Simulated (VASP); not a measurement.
Rh12N2O, 15 atoms in the cell. The cell holds a slab with vacuum, 15 atoms: a = 5.365 Å, b = 5.365 Å, c = 24.818 Å, α = 90.00°, β = 90.00°, γ = 120.00°. 

| Property | Result |
| --- | --- |
| Program | VASP 6.6.1 |
| Task | single point |
| Functional | PBE |
| Dispersion | D3(BJ) |
| Potentials or basis | VASP PAW PBE potentials, release 64 (Rh_sv_GW, N, O) |
| Cutoff | 520 eV |
| k mesh | 4 × 4 × 1 |
| Occupations | gaussian, width 0.1 eV |
| Spin | no spin polarisation |
| Dipole correction | yes |
| Further INCAR settings | LREAL = Auto; ALGO = Normal; EDIFF = 1e-06; NBANDS = 123; NELMDL = -8 |

Potentials or basis: VASP PAW PBE potentials, release 64 (Rh_sv_GW, N, O).

Run with:

```bash
$ cat potpaw_PBE.64/Rh_sv_GW/POTCAR potpaw_PBE.64/N/POTCAR potpaw_PBE.64/O/POTCAR > POTCAR
$ mpirun -np 1 vasp_std > vasp.out
```

Hardware: 1 thread of Intel(R) Xeon(R) Platinum 8488C (Sapphire Rapids), on a shared host.

Problem. Estimate the wall time of this run.

Solution. Wall time 42 min on 1 thread of Intel(R) Xeon(R) Platinum 8488C (Sapphire Rapids), on a shared host, peak memory 0.77 GiB. Counts: scf iterations 69, k points 4.
